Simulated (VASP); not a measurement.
# Si17AsO36 (a cell with a defect) in VASP: single point with PBE

Aim: the single point of Si17AsO36 (a cell with a defect) with PBE.

All numbers are computed with VASP 6.6.1; they aren't measurements. Logs are shortened: lines on timing, memory, paths and dates and some standing lists are left out, and cuts for length are marked.

## (1) The cell of the first run

The cell holds a defect, 54 atoms: a = 8.515 Å, b = 8.515 Å, c = 10.817 Å, α = 90.00°, β = 90.00°, γ = 120.00°.

## (2) Single point, PBE, collinear spin

Contents of INCAR:

```
SYSTEM = Si17AsO36
  ALGO = Normal
  EDIFF = 1E-6
  ENCUT = 520
  GGA = PE
  ISIF = 2
  ISMEAR = -1
  ISPIN = 2
  LASPH = .TRUE.
  LCHARG = .FALSE.
  LORBIT = 11
  LREAL = Auto
  LUSENCCL = .FALSE.
  LWAVE = .FALSE.
  MAGMOM = 1 0 0 0 0 0 0 0 0 0 0 0 0 0 0 0 0 0 0 0 0 0 0 0 0 0 0 0 0 0 0 0 0 0 0 0 0 0 0 0 0 0 0 0 0 0 0 0 0 0 0 0 0 0
  NBANDS = 182
  NELM = 150
  PREC = Accurate
  SIGMA = 0.01
```

Contents of KPOINTS:

```
k-points
0
G
  3 3 2
  0 0 0
```

Contents of POSCAR:

```
Si17AsO36
1.0
    7.3745400000      4.2576926541      0.0000000000
   -7.3745400000      4.2576926541      0.0000000000
    0.0000000000      0.0000000000     10.8168000000
As Si O
1 17 36
Direct
    0.1771130317      0.8718558429      0.3294943037
    0.1506811348      0.8395253241      0.8340630963
    0.4886983355      0.5094728697      0.3306872506
    0.4877894238      0.5136366296      0.8336115269
    0.8165117144      0.1757595051      0.3316322622
    0.8225902091      0.1791110644      0.8319335343
    0.1534375051      0.3055815723      0.1667951172
    0.1622926306      0.3304221836      0.6724857548
    0.4937241933      0.9701296210      0.1585569567
    0.4846800069      0.9751000220      0.6656370281
    0.8266886259      0.6426048972      0.1664836426
    0.8174457813      0.6413751371      0.6658952738
    0.3530289350      0.1729387369      0.0002449825
    0.3528962915      0.1870865691      0.5122663008
    0.7092983236      0.8490472981     -0.0035266461
    0.6844958064      0.8428256629      0.4992863998
    0.0223867149      0.5065770920      0.0007547565
    0.0216821728      0.5124413308      0.4962493188
    0.1762005614      0.0489963842      0.4285221164
    0.2194356275      0.0383008205      0.8935429560
    0.5602343362      0.7094992539      0.3884777411
    0.5765854961      0.7165199986      0.8894203277
    0.8932235001      0.3793938826      0.3864555834
    0.8854812636      0.3757088839      0.8931551965
    0.2891179030      0.8126521673      0.2002158411
    0.2839020828      0.8495924045      0.7230610419
    0.6222245886      0.5179698469      0.2193791852
    0.6156727339      0.5106272686      0.7221851179
    0.9513926795      0.1788567840      0.2232928100
    0.9583306448      0.1952189994      0.7210040721
    0.4864792764      0.1023843737      0.0520203423
    0.4783651843      0.1022124837      0.5548994564
    0.8351570931      0.7731492566      0.0534199845
    0.8130355335      0.7724250435      0.5585604623
    0.1484033058      0.4279026872      0.0529401352
    0.1523646924      0.4419795064      0.5536678753
    0.2298419794      0.1761980261      0.1152594927
    0.2595025322      0.2158101051      0.6340675215
    0.5874098941      0.8580921575      0.1079160873
    0.5530981037      0.8439240222      0.6081206997
    0.9004733373      0.5128547539      0.1148663568
    0.8921941805      0.5161752955      0.6057899248
    0.2871287499      0.4368521496      0.2749200839
    0.2883544064      0.4652865308      0.7824909124
    0.6138666409      0.0998363742      0.2737748276
    0.6201753094      0.1003809631      0.7757458060
    0.9487257740      0.7694672552      0.2824218543
    0.9493332161      0.7658586581      0.7773846346
    0.4845921310      0.3741146308      0.4386676727
    0.4742497838      0.3741114992      0.9415522171
    0.8089436697      0.0453390096      0.4438734116
    0.8335340419      0.0488676595      0.9376382980
    0.1603456002      0.7157804288      0.4437549082
    0.1500167908      0.7056077969      0.9413892255
```

Potentials or basis: VASP PAW PBE potentials, release 64 (As, Si, O).

Launch:

```sh
$ cat potpaw_PBE.64/As/POTCAR potpaw_PBE.64/Si/POTCAR potpaw_PBE.64/O/POTCAR > POTCAR
$ mpirun -np 1 vasp_std > vasp.out
```

OUTCAR:

```text
SYSTEM = Si17AsO36
   EDIFF = 1E-6
   ENCUT = 520
   GGA = PE
   ISIF = 2
   ISMEAR = -1
   ISPIN = 2
   LASPH = .TRUE.
   LORBIT = 11
   LREAL = Auto
   NELM = 150
   PREC = Accurate

 ion  position               nearest neighbor table
   1  0.177  0.872  0.329-  47 1.76  53 1.77  19 1.85  25 1.90   9 3.02
   2  0.151  0.840  0.834-  20 1.62  48 1.62  26 1.62  54 1.63  13 3.06  17 3.06  12 3.07  10 3.08

   3  0.489  0.509  0.331-  21 1.62  43 1.62  49 1.63  27 1.63   7 3.06  16 3.07  11 3.08  14 3.09

   4  0.488  0.514  0.834-  22 1.62  50 1.63  44 1.63  28 1.63   8 2.97  12 3.05  15 3.07  13 3.11
[... 60 lines left out ...]
  53  0.160  0.716  0.444-  18 1.63   1 1.77
  54  0.150  0.706  0.941-  17 1.62   2 1.63

  LATTYP: Found a hexagonal cell.
 ALAT       =     8.5153853083
 C/A-ratio  =     1.2702654793

  Lattice vectors:

 A1 = (   7.3745400000,   4.2576926541,   0.0000000000)
 A2 = (  -7.3745400000,   4.2576926541,   0.0000000000)
 A3 = (   0.0000000000,   0.0000000000,  10.8168000000)

Analysis of symmetry for initial positions (statically):
=====================================================================
 Subroutine PRICEL returns:
 Original cell was already a primitive cell.

 Routine SETGRP: Setting up the symmetry group for a
 hexagonal supercell.

 Subroutine GETGRP returns: Found  1 space group operations
 (whereof  1 operations were pure point group operations)
 out of a pool of 24 trial point group operations.

The static configuration has the point symmetry C_1 .

Analysis of symmetry for dynamics (positions and initial velocities):
=====================================================================
 Subroutine PRICEL returns:
 Original cell was already a primitive cell.

 Routine SETGRP: Setting up the symmetry group for a
 hexagonal supercell.

 Subroutine GETGRP returns: Found  1 space group operations
 (whereof  1 operations were pure point group operations)
 out of a pool of 24 trial point group operations.

The dynamic configuration has the point symmetry C_1 .

Analysis of structural, dynamic, and magnetic symmetry:
=====================================================================
 Subroutine PRICEL returns:
 Original cell was already a primitive cell.

 Routine SETGRP: Setting up the symmetry group for a
 hexagonal supercell.

 Subroutine GETGRP returns: Found  1 space group operations
 (whereof  1 operations were pure point group operations)
 out of a pool of 24 trial point group operations.

The overall configuration has the point symmetry C_1 .

 Subroutine INISYM returns: Found  1 space group operations
 (whereof  1 operations are pure point group operations),
 and found     1 'primitive' translations

----------------------------------------------------------------------------------------

                                     Primitive cell

  volume of cell :     679.2631

  direct lattice vectors                    reciprocal lattice vectors
     7.374540000  4.257692654  0.000000000     0.067800839  0.117434498 -0.000000000
    -7.374540000  4.257692654  0.000000000    -0.067800839  0.117434498  0.000000000
     0.000000000  0.000000000 10.816800000     0.000000000 -0.000000000  0.092448783

  length of vectors
     8.515385308  8.515385308 10.816800000     0.135601678  0.135601678  0.092448783

  position of ions in fractional coordinates (direct lattice)
     0.177113032  0.871855843  0.329494304
     0.150681135  0.839525324  0.834063096
     0.488698335  0.509472870  0.330687251
     0.487789424  0.513636630  0.833611527
     0.816511714  0.175759505  0.331632262
     0.822590209  0.179111064  0.831933534
[... 46 lines left out ...]
     0.160345600  0.715780429  0.443754908
     0.150016791  0.705607797  0.941389226

  ion indices of the primitive-cell ions
   primitive index   ion index
                 1           1
[... 95 lines left out ...]
   dimension x,y,z NGX =    64 NGY =   64 NGZ =   80
   dimension x,y,z NGXF=   128 NGYF=  128 NGZF=  160
   ions per type =               1  17  36
   NGX,Y,Z   is equivalent  to a cutoff of  12.49, 12.49, 12.30 a.u.
   NGXF,Y,Z  is equivalent  to a cutoff of  24.99, 24.99, 24.59 a.u.
 SYSTEM =  Si17AsO36
   PREC   = accura    normal or accurate (medium, high low for compatibility)
   ISTART =      0    job   : 0-new  1-cont  2-samecut
   ICHARG =      2    charge: 1-file 2-atom 10-const
   ISPIN  =      2    spin polarized calculation?
   LNONCOLLINEAR =      F non collinear calculations
   LSORBIT =      F    spin-orbit coupling
   LASPH  =      T    aspherical Exc in radial PAW
   ENCUT  =  520.0 eV  38.22 Ry    6.18 a.u.  15.83 15.83 20.11*2*pi/ulx,y,z
   NELM   =    150;   NELMIN=  2; NELMDL= -5     # of ELM steps
   EDIFF  = 0.1E-05   stopping-criterion for ELM
   LREAL  =      T    real-space projection
   EDIFFG = 0.1E-04   stopping-criterion for IOM
   NSW    =      0    number of steps for IOM
   IBRION =     -1    ionic relax: 0-MD 1-quasi-New 2-CG
   NFREE  =      0    steps in history (QN), initial steepest desc. (CG)
   ISIF   =      2    stress and relaxation
   ISYM   =      2    0-nonsym 1-usesym 2-fastsym
   POTIM  = 0.5000    time-step for ionic-motion
   TEBEG  =    0.0;   TEEND  =   0.0 temperature during run
   PSTRESS=    0.0 pullay stress
   NELECT =     289.0000    total number of electrons
   NUPDOWN=      -1.0000    fix difference up-down
   EMIN   =  10.00;   EMAX   =-10.00  energy-range for DOS
   EFERMI =   0.00;   METHOD = LEGACY
   ISMEAR =    -1;   SIGMA  =   0.01  broadening in eV -4-tet -1-fermi 0-gaus
   EFERMI_NEDOS =   21; number of points for ismear=-14 and -15
   IALGO  =     38    algorithm
   IMIX   =      4    mixing-type and parameters
     AMIX     =   0.40;   BMIX     =  1.00
     AMIX_MAG =   1.60;   BMIX_MAG =  1.00
  volume/ion in A,a.u.               =      12.58        84.89
  Fermi-wavevector in a.u.,A,eV,Ry     =   1.231293  2.326806 20.627556  1.516083
  Thomas-Fermi vector in A             =   2.366108
   LORBIT       =     11    0 simple, 1 ext, 2 COOP (PROOUT), +10 PAW based schemes
   GGA     = PE    functional components
   LHFCALC =     F    Hartree Fock is set to
   AEXX    =    0.0000 exact exchange contribution
   IVDW    =     0    specifies the selected vdW correction
   LEPSILON=     F    determine dielectric tensor
   LRPA    =     F    only Hartree local field effects (RPA)
 spin polarized calculation
  energy-cutoff  :      520.00
  volume of cell :      679.26
 maximum number of plane-waves:     18360
   NGX = 31   NGY = 31   NGZ = 41

 number of electron     289.0000001 magnetization       1.0000000

 Free energy of the ion-electron system (eV)
  ---------------------------------------------------
  ext. energy  EPLUGINS =         0.00000000
  ---------------------------------------------------
  free energy    TOTEN  =      -418.88475999 eV

  energy without entropy =     -418.88475999  energy(sigma->0) =     -418.88475999

 E-fermi :   3.6896     XC(G=0):  -9.3005

 val. band max:        3.4281827434   @ k =   0.3333   0.3333   0.0000
 cond. band min:       4.2812058509   @ k =   0.0000   0.0000   0.0000
 fundamental gap:      0.8530231075
 Fermi energy:         3.6895868733

 spin component 1

 k-point     1 :       0.0000    0.0000    0.0000
  band No.  band energies     occupation
      1     -18.2201      1.00000
      2     -17.7627      1.00000
      3     -17.7483      1.00000
      4     -17.6449      1.00000
      5     -17.5878      1.00000
      6     -17.5061      1.00000
[... 1579 lines left out ...]
    155       9.9967      0.00000
    156      10.1034      0.00000
 Fermi energy:         3.6895868733

 spin component 2

 k-point     1 :       0.0000    0.0000    0.0000
  band No.  band energies     occupation
      1     -18.1989      1.00000
      2     -17.7425      1.00000
      3     -17.7222      1.00000
      4     -17.6252      1.00000
      5     -17.5782      1.00000
      6     -17.4932      1.00000
[... 1579 lines left out ...]
    155      10.0075      0.00000
    156      10.1168      0.00000
 [bands above 156 left out]

------------------------ aborting loop because EDIFF is reached ----------------------------------------

  FORCE on cell =-STRESS in cart. coord.  units (eV):
  Direction    XX          YY          ZZ          XY          YZ          ZX
  --------------------------------------------------------------------------------------
  -------------------------------------------------------------------------------------
  Total       11.2110314      9.8706373     14.8405121     -1.3432599      1.1021804     -3.9614761
  in kB       26.4434498     23.2818634     35.0043028     -3.1683460      2.5997120     -9.3439301
  external PRESSURE =      28.2432053 kB  Pullay stress =       0.0000000 kB

 VOLUME and BASIS-vectors are now :
 -----------------------------------------------------------------------------
  energy-cutoff  :      520.00
  volume of cell :      679.26
      direct lattice vectors                 reciprocal lattice vectors
     7.374540000  4.257692654  0.000000000     0.067800839  0.117434498 -0.000000000
    -7.374540000  4.257692654  0.000000000    -0.067800839  0.117434498  0.000000000
     0.000000000  0.000000000 10.816800000     0.000000000 -0.000000000  0.092448783

 POSITION                                       TOTAL-FORCE (eV/Angst)
 -----------------------------------------------------------------------------------
     -5.12341      4.46619      3.56407         0.008283      0.215582     -0.060045
     -5.07991      4.21599      9.02189        -0.015200      0.000754     -0.006443
     -0.15320      4.24991      3.57698        -0.011804     -0.000654      0.000456
     -0.19061      4.26376      9.01701        -0.009008      0.000757      0.001903
      4.72525      4.22479      3.58720        -0.016937      0.009777      0.007612
      4.74536      4.26494      8.99886        -0.013121     -0.008081     -0.007063
[... 46 lines left out ...]
     -4.09608      3.73028      4.80001         0.076502     -0.055823      0.098202
     -4.09723      3.64299     10.18282        -0.005500     -0.001276      0.003776
 -----------------------------------------------------------------------------------
    total drift:                                0.009292      0.005050      0.005520

  FREE ENERGIE OF THE ION-ELECTRON SYSTEM (eV)
  ---------------------------------------------------
  free  energy   TOTEN  =      -418.8847599945 eV

  energy  without entropy=     -418.8847599945  energy(sigma->0) =     -418.88475999

 total charge

# of ion       s       p       d       tot
------------------------------------------
    1        1.220   1.203   0.267   2.690
    2        0.643   0.989   0.000   1.631
    3        0.641   0.983   0.000   1.625
    4        0.643   0.983   0.000   1.626
    5        0.640   0.976   0.000   1.615
    6        0.644   0.989   0.000   1.633
[... 46 lines left out ...]
   53        1.558   3.603   0.000   5.161
   54        1.550   3.690   0.000   5.241
--------------------------------------------------
tot         68.054 150.124   0.267 218.446

 magnetization (x)

# of ion       s       p       d       tot
------------------------------------------
    1        0.153   0.056   0.011   0.221
    2        0.000   0.000   0.000   0.000
    3       -0.000  -0.000   0.000  -0.000
    4        0.000   0.000   0.000   0.000
    5        0.000  -0.000   0.000   0.000
    6        0.000   0.000   0.000   0.000
[... 46 lines left out ...]
   53        0.007   0.026   0.000   0.033
   54        0.000   0.001   0.000   0.001
--------------------------------------------------
tot          0.194   0.588   0.011   0.793
```

Run time: 13 min. Hardware: 1 × NVIDIA H100 80GB with 1 thread of AMD EPYC 7R13 (Zen 3), shared host; peak memory 2.6 GiB.

Results:

| Quantity | Value |
| --- | --- |
| Free energy | -418.8848 eV |
| Pressure | 2.8 GPa |
| Largest force | 0.224 eV/Å |
| Band gap on the k mesh | 0.85 eV |
| Net moment | 1.00 μB per cell |
| Site moments | As +0.22; Si +0.00, -0.00, +0.01 (each value once); O +0.22, +0.00, -0.00, +0.24, +0.01, +0.04, +0.03 (each value once) μB |
| Valence electrons inside the program's atomic spheres | As 2.69; Si 1.63, 1.62, 1.61, 1.65, 1.64 (each value once); O 5.10, 5.24, 5.25, 5.23, 5.08, 5.22, 5.15, 5.16 (each value once) |

Forces in eV/Å, atoms in the order of the input:
```
As   0.008  0.216 -0.060
Si  -0.015  0.001 -0.006
Si  -0.012 -0.001  0.000
Si  -0.009  0.001  0.002
Si  -0.017  0.010  0.008
Si  -0.013 -0.008 -0.007
Si   0.008 -0.016  0.004
Si   0.003 -0.011 -0.008
Si   0.006  0.024  0.006
Si   0.001 -0.015 -0.001
Si   0.005 -0.020  0.001
Si   0.013 -0.012 -0.003
Si  -0.001  0.018 -0.007
Si   0.028  0.042  0.014
Si   0.013  0.019 -0.005
Si   0.003  0.016  0.004
Si   0.008  0.014 -0.001
Si   0.008  0.000  0.004
O   -0.066 -0.007  0.010
O    0.002  0.006  0.006
O    0.008  0.003  0.003
O    0.002  0.008  0.006
O    0.006 -0.007 -0.005
O   -0.001  0.005  0.002
O    0.021 -0.047 -0.032
O   -0.005 -0.004  0.003
O   -0.007 -0.002  0.000
O   -0.005 -0.002  0.003
O   -0.003  0.000 -0.003
O   -0.002 -0.002 -0.003
O    0.007 -0.007  0.010
O    0.004 -0.004  0.005
O    0.005  0.000  0.009
O    0.003 -0.008 -0.002
O    0.005 -0.005  0.003
O    0.007 -0.002  0.006
O    0.007  0.000  0.004
O    0.004  0.007  0.005
O    0.002  0.004 -0.005
O    0.004  0.006 -0.007
O    0.011  0.008 -0.004
O   -0.004  0.004 -0.001
O    0.004 -0.007 -0.003
O   -0.002 -0.002  0.001
O    0.001 -0.011 -0.012
O    0.005 -0.006  0.000
O   -0.092 -0.138 -0.049
O    0.008 -0.001  0.005
O   -0.013  0.000 -0.008
O   -0.008 -0.003  0.004
O   -0.006  0.000 -0.002
O   -0.009 -0.004  0.003
O    0.077 -0.056  0.098
O   -0.005 -0.001  0.004
```

Stress tensor (GPa, compression positive):
```
 2.64 -0.32 -0.93
-0.32  2.33  0.26
-0.93  0.26  3.50
```
